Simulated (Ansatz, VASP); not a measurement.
## MgS: VASP beside Ansatz

Contents of INCAR:

```
SYSTEM = MgS
PREC = Accurate
ENCUT = 520
EDIFF = 1E-6
ISMEAR = 0
SIGMA = 0.05
LREAL = .FALSE.
LASPH = .TRUE.
NELM = 60
ALGO = Normal
ISIF = 2
LWAVE = .FALSE.
LCHARG = .FALSE.
NBANDS = 11
```

The input KPOINTS:

```
Automatic mesh
0
G
  8 8 8
  0 0 0
```

The input POSCAR:

```
MgS
1.0
    0.0000000000      2.4715675000      2.5366087500
    2.4715675000      0.0000000000      2.5366087500
    2.4715675000      2.4715675000      0.0000000000
Mg S
1 1
Direct
    0.0000000000      0.0000000000      0.0000000000
    0.5000000000      0.5000000000      0.5000000000
```

Input for Ansatz:

```yaml
crystal:
  lattice:
    - [0.0, 2.4715675, 2.53660875]
    - [2.4715675, 0.0, 2.53660875]
    - [2.4715675, 2.4715675, 0.0]
  atoms:
    - { symbol: Mg, position: [0.0, 0.0, 0.0] }
    - { symbol: S, position: [0.5, 0.5, 0.5] }
basis:
  ecutwfc: 420
kpoints:
  mp_grid: { grid: [8, 8, 8] }
hamiltonian:
  xc: lda
scf:
  occupations: { method: gaussian, width: 0.05 }
output:
  forces: true
  stress: true
  eigenvalues: true
```

Change from the starting cell: strain -0.050 along x and y, -0.025 along z, atoms carried along.

Alike in both runs: task single point; functional LDA; k mesh 8 × 8 × 8; occupations gaussian, width 0.05 eV; no spin polarisation.

|  | VASP | Ansatz |
| --- | --- | --- |
| version | VASP 6.6.1 | Ansatz 0.2.0 |
| potentials or method | VASP PAW LDA potentials, release 64 (Mg, S), cutoff 520 eV | scalar-relativistic, plane waves, PAW |
| valence electrons in the cell | 8 | 16 |

|  | VASP | Ansatz | Ansatz less VASP |
| --- | --- | --- | --- |
| gap on the k mesh at the Fermi level (eV) | 2.70 | 2.69 | -0.007 |
| least direct gap on the mesh (eV) | 4.51 | 4.49 | -0.018 |
| pressure (GPa) | 7.9 | 8.5 | +0.62 |
| traceless stress, the component that is largest in VASP (GPa) | -3.11 | -3.09 | +0.018 |

LDA's correlation is that of Perdew and Zunger in VASP and of Perdew and Wang (1992) in Ansatz. VASP's potentials hold 8 valence electrons a cell and Ansatz's 16, so a difference there can come from the potentials and not from the codes.
